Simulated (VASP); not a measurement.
# KBr (F-43m) in VASP: a series of runs

Runs on KBr. Level: PBE. Tasks: G0W0 quasiparticle levels.

Program: VASP 6.6.1. These are calculated values, not measurements. Logs are shortened: lines on timing, memory, paths and dates and some standing lists are left out, and cuts for length are marked.

### 1 The cell of the first run

Symmetry: F-43m, No. 216, cubic system. The conventional cell has a = 7.377 Å, b = 7.377 Å, c = 7.377 Å, α = 90.00°, β = 90.00°, γ = 90.00°. Within 4.2 Å of K (site symmetry -43m) lie 4 Br at 3.19 Å. Within 4.2 Å of Br (site symmetry -43m) lie 4 K at 3.19 Å.

### 2 G0W0 quasiparticle levels, PBE

Contents of POSCAR:

```
KBr
1.0
    0.0000000000      3.6882992921      3.6882992921
    3.6882992921      0.0000000000      3.6882992921
    3.6882992921      3.6882992921      0.0000000000
K Br
1 1
Direct
    0.0000000000      0.0000000000      0.0000000000
    0.2500000000      0.2500000000      0.2500000000
```

Contents of INCAR.step1:

```
PREC = Accurate
ENCUT = 500
EDIFF = 1E-8
ISMEAR = 0
SIGMA = 0.01
LREAL = F
LASPH = T
NELM = 60
ALGO = Normal
LWAVE = T
LCHARG = F
GGA = PE
```

Contents of INCAR.step2:

```
PREC = Accurate
ENCUT = 500
EDIFF = 1E-8
ISMEAR = 0
SIGMA = 0.01
LREAL = F
LASPH = T
NELM = 1
ALGO = Exact
LWAVE = T
LCHARG = F
GGA = PE
NBANDS = 171
LOPTICS = T
ISTART = 1
```

Contents of INCAR.step3:

```
PREC = Accurate
ENCUT = 500
EDIFF = 1E-8
ISMEAR = 0
SIGMA = 0.01
LREAL = F
LASPH = T
ALGO = EVGW0
LWAVE = F
LCHARG = F
GGA = PE
NELMGW = 1
NBANDS = 171
ENCUTGW = 80.0
NOMEGA = 96
PRECFOCK = Fast
ISTART = 1
NBANDSGW = 16
OMEGAMAX = 20
```

Contents of KPOINTS:

```
regular mesh
0
Gamma
  4 4 4
```

Potentials or basis: VASP PAW PBE potentials, release 64 (K_sv_GW, Br_GW).

On the command line:

```sh
$ cat potpaw_PBE.64/K_sv_GW/POTCAR potpaw_PBE.64/Br_GW/POTCAR > POTCAR
$ cp INCAR.step1 INCAR
$ mpirun -np 1 vasp_std > vasp.out
$ cp INCAR.step2 INCAR
$ mpirun -np 1 vasp_std > vasp.out
$ cp INCAR.step3 INCAR
$ mpirun -np 1 vasp_std > vasp.out
```

OUTCAR:

```text
PREC = Accurate
   ENCUT = 500
   EDIFF = 1E-8
   ISMEAR = 0
   LREAL = F
   LASPH = T
   GGA = PE
   NELMGW = 1
   ENCUTGW = 80.0
   PRECFOCK = Fast
   ISTART = 1

 ion  position               nearest neighbor table
   1  0.000  0.000  0.000-
   2  0.250  0.250  0.250-

  LATTYP: Found a face centered cubic cell.
 ALAT       =     7.3765985842

  Lattice vectors:

 A1 = (   0.0000000000,   3.6882992921,   3.6882992921)
 A2 = (   3.6882992921,   0.0000000000,   3.6882992921)
 A3 = (   3.6882992921,   3.6882992921,   0.0000000000)

Analysis of symmetry for initial positions (statically):
=====================================================================
 Subroutine PRICEL returns:
 Original cell was already a primitive cell.

 Routine SETGRP: Setting up the symmetry group for a
 face centered cubic supercell.

 Subroutine GETGRP returns: Found 24 space group operations
 (whereof 24 operations were pure point group operations)
 out of a pool of 48 trial point group operations.

The static configuration has the point symmetry T_d .

Analysis of symmetry for dynamics (positions and initial velocities):
=====================================================================
 Subroutine PRICEL returns:
 Original cell was already a primitive cell.

 Routine SETGRP: Setting up the symmetry group for a
 face centered cubic supercell.

 Subroutine GETGRP returns: Found 24 space group operations
 (whereof 24 operations were pure point group operations)
 out of a pool of 48 trial point group operations.

The dynamic configuration has the point symmetry T_d .

 Subroutine INISYM returns: Found 24 space group operations
 (whereof 24 operations are pure point group operations),
 and found     1 'primitive' translations

----------------------------------------------------------------------------------------

                                     Primitive cell

  volume of cell :     100.3479

  direct lattice vectors                    reciprocal lattice vectors
     0.000000000  3.688299292  3.688299292    -0.135563836  0.135563836  0.135563836
     3.688299292  0.000000000  3.688299292     0.135563836 -0.135563836  0.135563836
     3.688299292  3.688299292  0.000000000     0.135563836  0.135563836 -0.135563836

  length of vectors
     5.216042881  5.216042881  5.216042881     0.234803451  0.234803451  0.234803451

  position of ions in fractional coordinates (direct lattice)
     0.000000000  0.000000000  0.000000000
     0.250000000  0.250000000  0.250000000

  ion indices of the primitive-cell ions
   primitive index   ion index
                 1           1
                 2           2

----------------------------------------------------------------------------------------

 KPOINTS: regular mesh

Automatic generation of k-mesh.
 Grid dimensions read from file:
 generate k-points for:    4    4    4

 Generating k-lattice:

  Cartesian coordinates                     Fractional coordinates (reciprocal lattice)
    -0.033890959  0.033890959  0.033890959     0.250000000  0.000000000  0.000000000
     0.033890959 -0.033890959  0.033890959     0.000000000  0.250000000  0.000000000
     0.033890959  0.033890959 -0.033890959     0.000000000  0.000000000  0.250000000

  Length of vectors
     0.058700863  0.058700863  0.058700863

  Shift w.r.t. Gamma in fractional coordinates (k-lattice)
     0.000000000  0.000000000  0.000000000

 Subroutine IBZKPT returns following result:
 ===========================================

 Found      8 irreducible k-points:

 Following reciprocal coordinates:
            Coordinates               Weight
  0.000000  0.000000  0.000000      1.000000
  0.250000  0.000000  0.000000      8.000000
  0.500000  0.000000  0.000000      4.000000
  0.250000  0.250000  0.000000      6.000000
  0.500000  0.250000  0.000000     24.000000
 -0.250000  0.250000  0.000000     12.000000
  0.500000  0.500000  0.000000      3.000000
 -0.250000  0.500000  0.250000      6.000000
   k-points           NKPTS =      8   k-points in BZ     NKDIM =     64   number of bands    NBANDS=    171
   number of dos      NEDOS =    301   number of ions     NIONS =      2
   total plane-waves  NPLWV =  64000
   dimension x,y,z NGX =    40 NGY =   40 NGZ =   40
   dimension x,y,z NGXF=    80 NGYF=   80 NGZF=   80
   ions per type =               1   1
   NGX,Y,Z   is equivalent  to a cutoff of  12.75, 12.75, 12.75 a.u.
   NGXF,Y,Z  is equivalent  to a cutoff of  25.50, 25.50, 25.50 a.u.
 SYSTEM =  unknown system
   PREC   = accura    normal or accurate (medium, high low for compatibility)
   ISTART =      1    job   : 0-new  1-cont  2-samecut
   ICHARG =      0    charge: 1-file 2-atom 10-const
   ISPIN  =      1    spin polarized calculation?
   LNONCOLLINEAR =      F non collinear calculations
   LSORBIT =      F    spin-orbit coupling
   LASPH  =      T    aspherical Exc in radial PAW
   ENCUT  =  500.0 eV  36.75 Ry    6.06 a.u.   9.51  9.51  9.51*2*pi/ulx,y,z
   NELM   =     60;   NELMIN=  2; NELMDL=  0     # of ELM steps
   EDIFF  = 0.1E-07   stopping-criterion for ELM
   LREAL  =      F    real-space projection
   EDIFFG = 0.1E-06   stopping-criterion for IOM
   NSW    =      0    number of steps for IOM
   IBRION =     -1    ionic relax: 0-MD 1-quasi-New 2-CG
   NFREE  =      0    steps in history (QN), initial steepest desc. (CG)
   ISIF   =      0    stress and relaxation
   ISYM   =      3    0-nonsym 1-usesym 2-fastsym
   POTIM  = 0.5000    time-step for ionic-motion
   TEBEG  =    0.0;   TEEND  =   0.0 temperature during run
   PSTRESS=    0.0 pullay stress
   NELECT =      16.0000    total number of electrons
   NUPDOWN=      -1.0000    fix difference up-down
   EMIN   =  10.00;   EMAX   =-10.00  energy-range for DOS
   EFERMI =   0.00;   METHOD = LEGACY
   ISMEAR =     0;   SIGMA  =   0.01  broadening in eV -4-tet -1-fermi 0-gaus
   EFERMI_NEDOS =   21; number of points for ismear=-14 and -15
   IALGO  =     38    algorithm
   IMIX   =      4    mixing-type and parameters
     AMIX     =   0.40;   BMIX     =  1.00
     AMIX_MAG =   1.60;   BMIX_MAG =  1.00
  volume/ion in A,a.u.               =      50.17       338.59
  Fermi-wavevector in a.u.,A,eV,Ry     =   0.887725  1.677558 10.722159  0.788056
  Thomas-Fermi vector in A             =   2.009061
   LORBIT       =      0    0 simple, 1 ext, 2 COOP (PROOUT), +10 PAW based schemes
   GGA     = PE    functional components
   LHFCALC =     T    Hartree Fock is set to
   PRECFOCK=fast      Normal, Fast or Accurate (Low or Medium for compatibility)
   ENCUT4O =  -1.0   cutoff for four orbital integrals eV
   NKREDX  =     1    reduce k-point grid by
   NKREDY  =     1    reduce k-point grid by
   NKREDZ  =     1    reduce k-point grid by
   AEXX    =    1.0000 exact exchange contribution
   HFSCREEN=    0.0000 screening length (either q_TF or 0.3 A-1)
   HFSCREENC=   0.0000 screening length for correlation (either q_TF or 0.3 A-1)
   ENCUTFOCK=  -1.0 apply spherical cutoff to Coloumb kernel
   IVDW    =     0    specifies the selected vdW correction
   LEPSILON=     F    determine dielectric tensor
   LRPA    =     F    only Hartree local field effects (RPA)
   LRPAFORCE           =     F    calculate RPA forces
   ENCUTGW             =  80.0    cutoff for response function in eV
   ENCUTGWSOFT         =  64.0    soft cutoff for Coulomb kernel in GW response function in eV
   ENCUTLF             =  -1.0    cutoff for local field effects
   NELMGW              =     1    number of iterations in solving QP/BSE equation
   NELMHF              =     1    number of iterations in the inner HF iteration
   NKREDLFX            =     1    NKREDLFY  =   1   NKREDLFZ  =   1
 non-spin polarized calculation
 Gauss-broadening in eV      SIGMA  =   0.01
  energy-cutoff  :      500.00
  volume of cell :      100.35
 maximum number of plane-waves:      2637
 NGX is ok and might be reduce to    40
  NGX = 24; NGY = 24; NGZ = 24
   NGX = 19   NGY = 19   NGZ = 19
 maximum number of plane-waves:       169
 NGX is ok and might be reduce to    18

 QP shifts <psi_nk| G(iteration)W_0 |psi_nk>: iteration 1
 for sc-GW calculations column KS-energies equals QP-energies in previous step
 and V_xc(KS)=  KS-energies - (<T + V_ion + V_H > + <T+V_H+V_ion>^1  + <V_x>^1)

 k-point   1 :       0.0000    0.0000    0.0000
  band No.  KS-energies  QP-energies   sigma(KS)   V_xc(KS)     V^pw_x(r,r')   Z            occupation Imag(sigma)

      1     -30.0952     -32.3273     -22.1232     -18.5278     -30.7467       0.6208       2.0000       0.3699
      2     -14.1901     -16.0049     -15.9578     -14.0284     -22.1983       0.9406       2.0000       1.3275
      3     -13.5925     -16.7907     -21.7082     -17.7697     -24.6174       0.8120       2.0000       0.0709
      4     -13.5925     -16.7907     -21.7082     -17.7697     -24.6174       0.8120       2.0000       0.0709
      5     -13.5925     -16.7907     -21.7082     -17.7697     -24.6174       0.8120       2.0000       0.0709
      6      -2.3309      -4.3239     -14.6459     -12.1579     -16.1517       0.8011       2.0000       0.0436
[... 8 lines left out ...]
     15       7.9830       9.6042      -6.1056      -8.0420      -3.3386       0.8372       0.0000      -0.0648
     16       7.9830       9.6042      -6.1056      -8.0420      -3.3386       0.8372       0.0000      -0.0648

 k-point   2 :       0.2500    0.0000    0.0000
  band No.  KS-energies  QP-energies   sigma(KS)   V_xc(KS)     V^pw_x(r,r')   Z            occupation Imag(sigma)

      1     -30.0944     -32.3277     -22.1228     -18.5293     -30.7478       0.6215       2.0000       0.3682
      2     -14.3005     -16.3097     -16.7189     -14.4306     -22.4865       0.8780       2.0000       1.1604
      3     -13.5957     -16.7939     -21.7013     -17.7613     -24.6117       0.8117       2.0000       0.0718
      4     -13.5957     -16.7939     -21.7013     -17.7613     -24.6117       0.8117       2.0000       0.0718
      5     -13.4698     -16.3011     -20.9724     -17.3818     -24.3345       0.7885       2.0000       0.2250
      6      -2.5460      -4.5894     -14.2115     -11.6531     -15.6990       0.7987       2.0000       0.0447
[... 8 lines left out ...]
     15       7.6350       9.7977      -7.0396      -9.6184      -4.1949       0.8386       0.0000      -0.0581
     16       8.3968      10.1020      -6.4888      -8.5340      -3.6723       0.8338       0.0000      -0.0630

 k-point   3 :       0.5000    0.0000    0.0000
  band No.  KS-energies  QP-energies   sigma(KS)   V_xc(KS)     V^pw_x(r,r')   Z            occupation Imag(sigma)

      1     -30.0937     -32.3292     -22.1224     -18.5308     -30.7489       0.6224       2.0000       0.3667
      2     -14.3842     -16.5316     -17.0568     -14.5955     -22.6104       0.8725       2.0000       1.0745
      3     -13.5989     -16.7950     -21.6944     -17.7531     -24.6060       0.8109       2.0000       0.0727
      4     -13.5989     -16.7950     -21.6944     -17.7531     -24.6060       0.8109       2.0000       0.0727
      5     -13.3744     -16.0374     -20.6516     -17.2290     -24.2142       0.7781       2.0000       0.2897
      6      -2.7075      -4.8015     -14.0138     -11.3881     -15.5156       0.7975       2.0000       0.0457
[... 8 lines left out ...]
     15       7.8080      10.0392      -7.4918     -10.1596      -4.5203       0.8363       0.0000      -0.0641
     16       9.3659      10.2073      -4.4625      -5.4663      -1.7380       0.8383       0.0000      -0.1128

 k-point   4 :       0.2500    0.2500    0.0000
  band No.  KS-energies  QP-energies   sigma(KS)   V_xc(KS)     V^pw_x(r,r')   Z            occupation Imag(sigma)

      1     -30.0942     -32.3281     -22.1227     -18.5298     -30.7482       0.6218       2.0000       0.3677
      2     -14.3296     -16.4025     -16.8461     -14.4946     -22.5344       0.8815       2.0000       1.1290
      3     -13.6002     -16.7939     -21.6909     -17.7489     -24.6026       0.8102       2.0000       0.0730
      4     -13.6002     -16.7939     -21.6909     -17.7489     -24.6026       0.8102       2.0000       0.0730
      5     -13.4297     -16.1993     -20.8683     -17.3425     -24.3031       0.7855       2.0000       0.2474
      6      -2.5802      -4.6254     -14.1469     -11.5841     -15.6296       0.7980       2.0000       0.0450
[... 8 lines left out ...]
     15       8.0139       9.3666      -5.8320      -7.4467      -3.1364       0.8377       0.0000      -0.0635
     16       8.0139       9.3666      -5.8320      -7.4467      -3.1364       0.8377       0.0000      -0.0635
[... 24 lines left out ...]
      1     -30.0937     -32.3277     -22.1224     -18.5308     -30.7490       0.6220       2.0000       0.3667
      2     -14.3821     -16.5324     -17.0429     -14.5896     -22.6073       0.8765       2.0000       1.0785
      3     -13.6101     -16.8001     -21.6654     -17.7202     -24.5785       0.8086       2.0000       0.0748
      4     -13.5989     -16.7936     -21.6944     -17.7530     -24.6060       0.8106       2.0000       0.0727
      5     -13.3652     -16.0357     -20.6962     -17.2687     -24.2456       0.7791       2.0000       0.2837
      6      -2.5980      -4.6598     -14.1653     -11.5815     -15.6595       0.7980       2.0000       0.0451
[... 8 lines left out ...]
     15       7.8492      10.1186      -7.0729      -9.7963      -4.1264       0.8333       0.0000      -0.0657
     16       8.5599      10.7129      -7.4852     -10.0961      -4.5463       0.8246       0.0000      -0.0729

 k-point   7 :       0.5000    0.5000    0.0000
  band No.  KS-energies  QP-energies   sigma(KS)   V_xc(KS)     V^pw_x(r,r')   Z            occupation Imag(sigma)

      1     -30.0932     -32.3343     -22.1222     -18.5317     -30.7497       0.6242       2.0000       0.3656
      2     -14.4293     -16.6484     -17.1831     -14.6526     -22.6565       0.8769       2.0000       1.0379
      3     -13.6079     -16.7992     -21.6737     -17.7281     -24.5878       0.8088       2.0000       0.0752
      4     -13.6079     -16.7992     -21.6737     -17.7281     -24.5878       0.8088       2.0000       0.0752
      5     -13.3071     -15.9008     -20.5729     -17.2216     -24.2013       0.7739       2.0000       0.3070
      6      -2.7494      -4.8438     -13.9737     -11.3448     -15.4743       0.7967       2.0000       0.0465
[... 8 lines left out ...]
     15       7.5451      10.1061      -7.5441     -10.6179      -4.5320       0.8332       0.0000      -0.0586
     16       9.1792      10.7446      -6.5652      -8.4745      -3.6197       0.8199       0.0000      -0.1010

 k-point   8 :      -0.2500    0.5000    0.2500
  band No.  KS-energies  QP-energies   sigma(KS)   V_xc(KS)     V^pw_x(r,r')   Z            occupation Imag(sigma)

      1     -30.0932     -32.3332     -22.1222     -18.5317     -30.7497       0.6239       2.0000       0.3656
      2     -14.4276     -16.6395     -17.1766     -14.6508     -22.6564       0.8757       2.0000       1.0405
      3     -13.6142     -16.7994     -21.6558     -17.7093     -24.5692       0.8071       2.0000       0.0752
      4     -13.6081     -16.7978     -21.6729     -17.7273     -24.5871       0.8084       2.0000       0.0753
      5     -13.3028     -15.9032     -20.5974     -17.2418     -24.2199       0.7749       2.0000       0.3046
      6      -2.5765      -4.6318     -14.2823     -11.7047     -15.7827       0.7974       2.0000       0.0456
[... 8 lines left out ...]
     15       7.9556      10.6134      -7.7762     -10.9602      -4.7709       0.8347       0.0000      -0.0628
     16       8.7254      11.1640      -8.1278     -11.0914      -5.1364       0.8228       0.0000      -0.0695
```

Wall time 8.8 min (1 thread of Intel Xeon Platinum 8488C (Sapphire Rapids), shared host); peak memory 1.5 GiB.

What came out:

```
Quasiparticle gap                                   : 6.94 eV
Least direct quasiparticle gap                      : 6.95 eV
Band gap of the starting levels on the mesh         : 4.28 eV
Least direct gap of the starting levels on the mesh : 4.30 eV
```

Caveat: the k points lie up to 0.37 Å⁻¹ apart; bands, screening cutoff and mesh are small and nothing is extrapolated, so the quasiparticle values aren't converged; the structure was generated, so it needn't be the stable form of KBr.

(Continued in part 2 of 2.)
